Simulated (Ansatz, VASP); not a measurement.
## One calculation of Ru3Se, two programs

The input INCAR:

```
  ALGO = Normal
  EDIFF = 1E-7
  EDIFFG = -0.04
  ENCUT = 600
  GGA = PE
  IBRION = 2
  ISIF = 3
  ISMEAR = 0
  LASPH = True
  LCHARG = False
  LREAL = False
  LWAVE = False
  NELM = 100
  NSW = 90
  PREC = Accurate
  SIGMA = 0.1
```

The input KPOINTS:

```
k-points
0
Gamma
  4 4 4
```

Contents of POSCAR:

```
Ru3Se
1.0
    3.9906975211      0.0000000000      0.0000000000
    0.0000000000      3.9906975211      0.0000000000
    0.0000000000      0.0000000000      3.9906975211
Ru Se
3 1
Direct
    0.0000000000      0.5000000000      0.5000000000
    0.5000000000      0.0000000000      0.5000000000
    0.5000000000      0.5000000000      0.0000000000
    0.0000000000      0.0000000000      0.0000000000
```

Input for Ansatz:

```yaml
crystal:
  lattice:
    - [3.9906975211, 0.0, 0.0]
    - [0.0, 3.9906975211, 0.0]
    - [0.0, 0.0, 3.9906975211]
  atoms:
    - { symbol: Ru, position: [0.0, 0.5, 0.5] }
    - { symbol: Ru, position: [0.5, 0.0, 0.5] }
    - { symbol: Ru, position: [0.5, 0.5, 0.0] }
    - { symbol: Se, position: [0.0, 0.0, 0.0] }
basis:
  ecutwfc: 420
kpoints:
  mp_grid: { grid: [4, 4, 4] }
hamiltonian:
  xc: pbe
scf:
  occupations: { method: gaussian, width: 0.1 }
  lower_state_search: "off"
output:
  forces: true
  stress: true
  eigenvalues: true
relax:
  adjacent_minimum: "off"
  f_tol: 0.04
  max_steps: 70
  cell: { stress_tol: 0.4 }
```

Alike in both runs: task relaxation of cell and atoms; functional PBE; k mesh 4 × 4 × 4; occupations gaussian, width 0.1 eV; no spin polarisation.

```csv
,VASP,Ansatz
version,VASP 6.6.1,Ansatz 0.2.0
potentials or method,"VASP PAW PBE potentials, release 64 (Ru_pv, Se), cutoff 600 eV","scalar-relativistic, plane waves, PAW"
valence electrons in the cell,48,64
```

```csv
,VASP,Ansatz,Ansatz less VASP
"gap on the k mesh at the Fermi level, each at its own relaxed structure (eV)",none,none,-
relaxed volume (Å³/atom),14.47,14.46,-0.012
relaxed cell length with the largest relative difference (Å),3.868,3.867,-0.0011
```

A gap of «none» marks a metal or a gap that the smearing closes. VASP's potentials hold 48 valence electrons a cell and Ansatz's 64, so a difference there can come from the potentials and not from the codes.

The k mesh is coarse, so the values compare programs but aren't converged.
